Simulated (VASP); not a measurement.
Set up this calculation in VASP 6.6.1, as the native input.

* Task: single point
* Functional: r2SCAN
* Potentials or basis: VASP PAW PBE potentials, release 64 (Li_sv)
* Cutoff: 520 eV
* k mesh: 13 × 13 × 13
* Occupations: fermi-dirac, width 0.05 eV
* Spin: no spin polarisation
* Dipole correction: no
* Further INCAR settings: ALGO = Normal; EDIFF = 1e-06; NBANDS = 8

Crystal: Li.

```
CELL_PARAMETERS angstrom
-1.73788 1.73788 1.73788
1.73788 -1.73788 1.73788
1.73788 1.73788 -1.73788
ATOMIC_POSITIONS crystal
Li 0.00000 0.00000 0.00000
```

The input as run:

POSCAR

```
Li
1.0
   -1.7378771989      1.7378771989      1.7378771989
    1.7378771989     -1.7378771989      1.7378771989
    1.7378771989      1.7378771989     -1.7378771989
Li
1
Direct
    0.0000000000      0.0000000000      0.0000000000
```

INCAR.step1

```
SYSTEM = Li
  ALGO = Normal
  EDIFF = 1E-4
  ENCUT = 520
  GGA = PE
  ISMEAR = -1
  LASPH = .TRUE.
  LCHARG = .FALSE.
  LREAL = .FALSE.
  LWAVE = .TRUE.
  NBANDS = 8
  NELM = 80
  PREC = Accurate
  SIGMA = 0.05
```

INCAR.step2

```
SYSTEM = Li
  ALGO = Normal
  EDIFF = 1E-6
  ENCUT = 520
  ISIF = 2
  ISMEAR = -1
  ISTART = 1
  LASPH = .TRUE.
  LCHARG = .TRUE.
  LELF = .TRUE.
  LMIXTAU = .TRUE.
  LREAL = .FALSE.
  LVHAR = .TRUE.
  LWAVE = .FALSE.
  METAGGA = R2SCAN
  NBANDS = 8
  NELM = 80
  PREC = Accurate
  SIGMA = 0.05
```

KPOINTS

```
k-points
0
G
  13 13 13
  0 0 0
```

Potentials or basis: VASP PAW PBE potentials, release 64 (Li_sv).

The run is started by

```sh
$ cat potpaw_PBE.64/Li_sv/POTCAR > POTCAR
$ cp INCAR.step1 INCAR
$ mpirun -np 1 vasp_std > vasp.out
$ cp INCAR.step2 INCAR
$ mpirun -np 1 vasp_std > vasp.out
```

It took 21 s on 1 thread of Intel(R) Xeon(R) 6975P-C (Granite Rapids), with other jobs on the host, peak memory 0.13 GiB.
